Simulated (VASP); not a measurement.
Ba: single point with LDA

The system is Ba.

```xyz
4
Lattice="4.4051 0.0000 0.0000 -2.2026 3.8150 0.0000 0.0000 0.0000 14.3430" Properties=species:S:1:pos:R:3 pbc="T T T"
Ba    2.2026    3.8150    0.0000
Ba    4.4051    0.0000    7.1715
Ba    0.0000    2.5433    3.5857
Ba    2.2026    1.2717   10.7572
```

This isn't the form of Ba at room conditions, which is bcc.

```yaml
Program: VASP 6.6.1
Task: single point
Functional: LDA
Potentials_or_basis: VASP PAW LDA potentials, release 64 (Ba_sv)
Cutoff: 520 eV
k_mesh: 10 × 10 × 3
Occupations: fermi-dirac, width 0.1 eV
Spin: no spin polarisation
Dipole_correction: no
Further_INCAR_settings: ALGO = Normal; EDIFF = 1e-06; NBANDS = 28
```

| Property | Result |
| --- | --- |
| Pressure | -0.9 GPa |
| Band gap on the k mesh | zero (bands 20 and 21 overlap by 0.15 eV) |

Levels at points of the mesh, in eV from the Fermi level:
| k point | band 18 | band 19 | band 20 | band 21 | band 22 | band 23 |
| --- | --- | --- | --- | --- | --- | --- |
| (0.00, 0.00, 0.00) | -1.81 | -1.80 | -1.00 | 1.02 | 1.05 | 1.28 |
| (0.50, 0.00, 0.00) | -0.89 | -0.53 | -0.39 | 0.11 | 0.13 | 0.30 |

It took 89 s on 1 thread of Intel(R) Xeon(R) 6975P-C (Granite Rapids), on a shared host, peak memory 0.36 GiB.

Caveat: spin-orbit coupling is left out, which moves the levels of the heavy elements.
